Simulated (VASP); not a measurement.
# Cd3O2 (P-62m) in VASP: single point with PBE

Aim: the single point of Cd3O2 with PBE.

Everything below comes from runs of VASP 6.6.1. Logs are shortened: lines on timing, memory, paths and dates and some standing lists are left out, and cuts for length are marked.

### Step 1. The cell of the first run

Symmetry: P-62m, No. 189, hexagonal system. The conventional cell has a = 5.413 Å, b = 5.413 Å, c = 3.059 Å, α = 90.00°, β = 90.00°, γ = 120.00°. Within 3.2 Å of Cd (site symmetry m2m) lie 4 O at 2.42 Å and 4 Cd at 2.91 to 3.06 Å. O (site symmetry -6) has 6 Cd at 2.42 Å and 5 O at 3.06 to 3.13 Å within 3.2 Å.

### Step 2. Single point, PBE

File INCAR:

```
SYSTEM = Cd3O2
PREC     = Accurate       ! precision mode
ENCUT    = 600            ! plane-wave cutoff, eV
EDIFF    = 1E-6           ! SCF threshold, eV
ISMEAR   = 0              ! smearing method
SIGMA    = 0.2            ! smearing width, eV
LREAL    = .False.        ! projectors in reciprocal space
LASPH    = .True.         ! aspherical terms in the spheres
NELM     = 120            ! most SCF steps
ALGO     = Normal         ! electronic algorithm
ISIF     = 2              ! what is computed and relaxed
LWAVE    = .False.        ! write WAVECAR
LCHARG   = .False.        ! write CHGCAR
GGA      = PE             ! functional
NBANDS   = 32             ! bands
GGA_COMPAT= .False.
```

File KPOINTS:

```
regular mesh
0
Gamma
  4 4 3
  0 0 0
```

File POSCAR:

```
Cd3O2
1.0
    5.4128400924      0.0000000034      0.0000000000
   -2.7064200491      4.6876570249      0.0000000000
    0.0000000000      0.0000000000      3.0589936197
Cd O
3 2
Direct
    0.6894897168      0.0000000000      0.0000000000
    0.0000000000      0.6894897168      0.0000000000
    0.3105102832      0.3105102832      0.0000000000
    0.3333333333      0.6666666667      0.5000000000
    0.6666666667      0.3333333333      0.5000000000
```

Potentials or basis: VASP PAW PBE potentials, release 64 (Cd, O).

Command:

```sh
$ cat potpaw_PBE.64/Cd/POTCAR potpaw_PBE.64/O/POTCAR > POTCAR
$ mpirun -np 1 vasp_std > vasp.out
```

OUTCAR:

```text
SYSTEM = Cd3O2
   PREC = Accurate
   ENCUT = 600
   EDIFF = 1E-6
   ISMEAR = 0
   LREAL = .False.
   LASPH = .True.
   NELM = 120
   ISIF = 2
   GGA = PE

 ion  position               nearest neighbor table
   1  0.689  0.000  0.000-   5 2.42   5 2.42   4 2.42   4 2.42   2 2.91   3 2.91   2 3.24   3 3.24
                             3 3.24   2 3.24
   2  0.000  0.689  0.000-   4 2.42   4 2.42   5 2.42   5 2.42   3 2.91   1 2.91   1 3.24   3 3.24
                             3 3.24   1 3.24
   3  0.311  0.311  0.000-   4 2.42   4 2.42   5 2.42   5 2.42   2 2.91   1 2.91   1 3.24   2 3.24
                             1 3.24   2 3.24
   4  0.333  0.667  0.500-   2 2.42   2 2.42   1 2.42   1 2.42   3 2.42   3 2.42
   5  0.667  0.333  0.500-   1 2.42   1 2.42   2 2.42   2 2.42   3 2.42   3 2.42

  LATTYP: Found a hexagonal cell.
 ALAT       =     5.4128400924
 C/A-ratio  =     0.5651365212

  Lattice vectors:

 A1 = (   5.4128400924,   0.0000000034,   0.0000000000)
 A2 = (  -2.7064200491,   4.6876570249,   0.0000000000)
 A3 = (   0.0000000000,   0.0000000000,   3.0589936197)

Analysis of symmetry for initial positions (statically):
=====================================================================
 Subroutine PRICEL returns:
 Original cell was already a primitive cell.

 Routine SETGRP: Setting up the symmetry group for a
 hexagonal supercell.

 Subroutine GETGRP returns: Found 12 space group operations
 (whereof 12 operations were pure point group operations)
 out of a pool of 24 trial point group operations.

The static configuration has the point symmetry D_3h.

Analysis of symmetry for dynamics (positions and initial velocities):
=====================================================================
 Subroutine PRICEL returns:
 Original cell was already a primitive cell.

 Routine SETGRP: Setting up the symmetry group for a
 hexagonal supercell.

 Subroutine GETGRP returns: Found 12 space group operations
 (whereof 12 operations were pure point group operations)
 out of a pool of 24 trial point group operations.

The dynamic configuration has the point symmetry D_3h.

 Subroutine INISYM returns: Found 12 space group operations
 (whereof 12 operations are pure point group operations),
 and found     1 'primitive' translations

----------------------------------------------------------------------------------------

                                     Primitive cell

  volume of cell :      77.6175

  direct lattice vectors                    reciprocal lattice vectors
     5.412840092  0.000000003  0.000000000     0.184745897  0.106663094  0.000000000
    -2.706420049  4.687657025  0.000000000    -0.000000000  0.213326187  0.000000000
     0.000000000  0.000000000  3.058993620     0.000000000  0.000000000  0.326904899

  length of vectors
     5.412840092  5.412840092  3.058993620     0.213326187  0.213326187  0.326904899

  position of ions in fractional coordinates (direct lattice)
     0.689489717  1.000000000  0.000000000
     0.000000000  0.689489717  0.000000000
     0.310510283  0.310510283  0.000000000
     0.333333333  0.666666667  0.500000000
     0.666666667  0.333333333  0.500000000

  ion indices of the primitive-cell ions
   primitive index   ion index
                 1           1
                 2           2
                 3           3
                 4           4
                 5           5

----------------------------------------------------------------------------------------

 KPOINTS: regular mesh

Automatic generation of k-mesh.
 Grid dimensions read from file:
 generate k-points for:    4    4    3

 Generating k-lattice:

  Cartesian coordinates                     Fractional coordinates (reciprocal lattice)
     0.046186474  0.026665773  0.000000000     0.250000000  0.000000000  0.000000000
    -0.000000000  0.053331547  0.000000000    -0.000000000  0.250000000  0.000000000
     0.000000000  0.000000000  0.108968300     0.000000000  0.000000000  0.333333333

  Length of vectors
     0.053331547  0.053331547  0.108968300

  Shift w.r.t. Gamma in fractional coordinates (k-lattice)
     0.000000000  0.000000000  0.000000000

 Subroutine IBZKPT returns following result:
 ===========================================

 Found      8 irreducible k-points:

 Following reciprocal coordinates:
            Coordinates               Weight
  0.000000  0.000000  0.000000      1.000000
  0.250000 -0.000000  0.000000      6.000000
  0.500000 -0.000000  0.000000      3.000000
  0.250000  0.250000  0.000000      6.000000
  0.000000  0.000000  0.333333      2.000000
  0.250000 -0.000000  0.333333     12.000000
  0.500000 -0.000000  0.333333      6.000000
  0.250000  0.250000  0.333333     12.000000
   k-points           NKPTS =      8   k-points in BZ     NKDIM =      8   number of bands    NBANDS=     32
   number of dos      NEDOS =    301   number of ions     NIONS =      5
   total plane-waves  NPLWV =  55296
   dimension x,y,z NGX =    48 NGY =   48 NGZ =   24
   dimension x,y,z NGXF=    96 NGYF=   96 NGZF=   48
   ions per type =               3   2
   NGX,Y,Z   is equivalent  to a cutoff of  14.74, 14.74, 13.04 a.u.
   NGXF,Y,Z  is equivalent  to a cutoff of  29.48, 29.48, 26.09 a.u.
 SYSTEM =  Cd3O2
   PREC   = accura    normal or accurate (medium, high low for compatibility)
   ISTART =      0    job   : 0-new  1-cont  2-samecut
   ICHARG =      2    charge: 1-file 2-atom 10-const
   ISPIN  =      1    spin polarized calculation?
   LNONCOLLINEAR =      F non collinear calculations
   LSORBIT =      F    spin-orbit coupling
   LASPH  =      T    aspherical Exc in radial PAW
   ENCUT  =  600.0 eV  44.10 Ry    6.64 a.u.  10.81 10.81  6.11*2*pi/ulx,y,z
   NELM   =    120;   NELMIN=  2; NELMDL= -5     # of ELM steps
   EDIFF  = 0.1E-05   stopping-criterion for ELM
   LREAL  =      F    real-space projection
   EDIFFG = 0.1E-04   stopping-criterion for IOM
   NSW    =      0    number of steps for IOM
   IBRION =     -1    ionic relax: 0-MD 1-quasi-New 2-CG
   NFREE  =      0    steps in history (QN), initial steepest desc. (CG)
   ISIF   =      2    stress and relaxation
   ISYM   =      2    0-nonsym 1-usesym 2-fastsym
   POTIM  = 0.5000    time-step for ionic-motion
   TEBEG  =    0.0;   TEEND  =   0.0 temperature during run
   PSTRESS=    0.0 pullay stress
   NELECT =      48.0000    total number of electrons
   NUPDOWN=      -1.0000    fix difference up-down
   EMIN   =  10.00;   EMAX   =-10.00  energy-range for DOS
   EFERMI =   0.00;   METHOD = LEGACY
   ISMEAR =     0;   SIGMA  =   0.20  broadening in eV -4-tet -1-fermi 0-gaus
   EFERMI_NEDOS =   21; number of points for ismear=-14 and -15
   IALGO  =     38    algorithm
   IMIX   =      4    mixing-type and parameters
     AMIX     =   0.40;   BMIX     =  1.00
     AMIX_MAG =   1.60;   BMIX_MAG =  1.00
  volume/ion in A,a.u.               =      15.52       104.76
  Fermi-wavevector in a.u.,A,eV,Ry     =   1.394768  2.635730 26.468480  1.945378
  Thomas-Fermi vector in A             =   2.518285
   LORBIT       =      0    0 simple, 1 ext, 2 COOP (PROOUT), +10 PAW based schemes
   GGA     = PE    functional components
   LHFCALC =     F    Hartree Fock is set to
   AEXX    =    0.0000 exact exchange contribution
   IVDW    =     0    specifies the selected vdW correction
   LEPSILON=     F    determine dielectric tensor
   LRPA    =     F    only Hartree local field effects (RPA)
 non-spin polarized calculation
 Gauss-broadening in eV      SIGMA  =   0.20
  energy-cutoff  :      600.00
  volume of cell :       77.62
 maximum number of plane-waves:      2605
 NGX is ok and might be reduce to    48
   NGX = 21   NGY = 21   NGZ = 13

 number of electron      47.9999985 magnetization

 Free energy of the ion-electron system (eV)
  ---------------------------------------------------
  ext. energy  EPLUGINS =         0.00000000
  ---------------------------------------------------
  free energy    TOTEN  =       -15.35370693 eV

  energy without entropy =      -15.34824426  energy(sigma->0) =      -15.35097559

 E-fermi :   2.1408     XC(G=0): -11.1930

 val. band max:        1.8319940223   @ k =   0.2500  -0.0000   0.3333
 cond. band min:       2.3540141731   @ k =   0.5000  -0.0000   0.0000
 fundamental gap:      0.5220201508
 Fermi energy:         2.1408322657

 k-point     1 :       0.0000    0.0000    0.0000
  band No.  band energies     occupation
      1     -15.3346      2.00000
      2     -14.7876      2.00000
      3      -6.4046      2.00000
      4      -6.1264      2.00000
      5      -6.1264      2.00000
      6      -5.8927      2.00000
[... 24 lines left out ...]
     31      14.1982      0.00000
     32      15.3894      0.00000

 k-point     2 :       0.2500   -0.0000    0.0000
  band No.  band energies     occupation
      1     -15.2600      2.00000
      2     -14.8543      2.00000
      3      -6.3621      2.00000
      4      -6.1671      2.00000
      5      -6.1368      2.00000
      6      -6.0828      2.00000
[... 24 lines left out ...]
     31      13.5873      0.00000
     32      14.1172      0.00000

 k-point     3 :       0.5000   -0.0000    0.0000
  band No.  band energies     occupation
      1     -15.1411      2.00000
      2     -14.9650      2.00000
      3      -6.3926      2.00000
      4      -6.2816      2.00000
      5      -6.1319      2.00000
      6      -6.0945      2.00000
[... 24 lines left out ...]
     31      12.9020      0.00000
     32      14.0109      0.00000

 k-point     4 :       0.2500    0.2500    0.0000
  band No.  band energies     occupation
      1     -15.1429      2.00000
      2     -14.9631      2.00000
      3      -6.4306      2.00000
      4      -6.2248      2.00000
      5      -6.2126      2.00000
      6      -6.1538      2.00000
[... 24 lines left out ...]
     31      14.0032      0.00000
     32      14.2145      0.00000

 k-point     5 :       0.0000    0.0000    0.3333
  band No.  band energies     occupation
      1     -14.9732      2.00000
      2     -14.6174      2.00000
      3      -6.2465      2.00000
      4      -6.1454      2.00000
      5      -6.1454      2.00000
      6      -5.8632      2.00000
[... 24 lines left out ...]
     31      11.0008      0.00000
     32      11.0008      0.00000

 k-point     6 :       0.2500   -0.0000    0.3333
  band No.  band energies     occupation
      1     -14.9294      2.00000
      2     -14.6655      2.00000
      3      -6.2576      2.00000
      4      -6.1356      2.00000
      5      -6.1078      2.00000
      6      -5.9740      2.00000
[... 24 lines left out ...]
     31      10.7181      0.00000
     32      11.2198      0.00000

 k-point     7 :       0.5000   -0.0000    0.3333
  band No.  band energies     occupation
      1     -14.8575      2.00000
      2     -14.7415      2.00000
      3      -6.4346      2.00000
      4      -6.1494      2.00000
      5      -6.0570      2.00000
      6      -6.0078      2.00000
[... 24 lines left out ...]
     31      11.7608      0.00000
     32      11.7707      0.00000

 k-point     8 :       0.2500    0.2500    0.3333
  band No.  band energies     occupation
      1     -14.8581      2.00000
      2     -14.7409      2.00000
      3      -6.3301      2.00000
      4      -6.2664      2.00000
      5      -6.1905      2.00000
      6      -6.0668      2.00000
[... 24 lines left out ...]
     31      10.6503      0.00000
     32      11.8852      0.00000

------------------------ aborting loop because EDIFF is reached ----------------------------------------

  FORCE on cell =-STRESS in cart. coord.  units (eV):
  Direction    XX          YY          ZZ          XY          YZ          ZX
  --------------------------------------------------------------------------------------
  -------------------------------------------------------------------------------------
  Total        0.4118514      0.4118514      0.3902154      0.0000000      0.0000000      0.0000000
  in kB        8.5014220      8.5014220      8.0548115      0.0000000      0.0000000      0.0000000
  external PRESSURE =       8.3525518 kB  Pullay stress =       0.0000000 kB

 VOLUME and BASIS-vectors are now :
 -----------------------------------------------------------------------------
  energy-cutoff  :      600.00
  volume of cell :       77.62
      direct lattice vectors                 reciprocal lattice vectors
     5.412840092  0.000000003  0.000000000     0.184745897  0.106663094  0.000000000
    -2.706420049  4.687657025  0.000000000    -0.000000000  0.213326187  0.000000000
     0.000000000  0.000000000  3.058993620     0.000000000  0.000000000  0.326904899

 POSITION                                       TOTAL-FORCE (eV/Angst)
 -----------------------------------------------------------------------------------
      3.73210      0.00000      0.00000         0.039880      0.000000     -0.000000
     -1.86605      3.23209      0.00000        -0.019940      0.034537     -0.000000
      0.84037      1.45557      0.00000        -0.019940     -0.034537      0.000000
     -0.00000      3.12510      1.52950         0.000000     -0.000000      0.000000
      2.70642      1.56255      1.52950         0.000000      0.000000      0.000000
 -----------------------------------------------------------------------------------
    total drift:                               -0.000000     -0.000000      0.000000

  FREE ENERGIE OF THE ION-ELECTRON SYSTEM (eV)
  ---------------------------------------------------
  free  energy   TOTEN  =       -15.3537069286 eV

  energy  without entropy=      -15.3482442554  energy(sigma->0) =      -15.35097559
```

It took 14 s on 1 thread of Intel Xeon 6975P-C (Granite Rapids), shared host; peak memory 0.22 GiB.

Results:

- Free energy: -15.3537 eV
- Pressure: 0.8 GPa
- Largest force: 0.040 eV/Å
- Band gap on the k mesh: 0.52 eV, indirect (least direct gap 1.13 eV)

Forces in eV/Å, atoms in the order of the input:
```
Cd   0.040  0.000  0.000
Cd  -0.020  0.035  0.000
Cd  -0.020 -0.035  0.000
O    0.000  0.000  0.000
O    0.000  0.000  0.000
```

Caveat: the k points lie up to 0.68 Å⁻¹ apart.
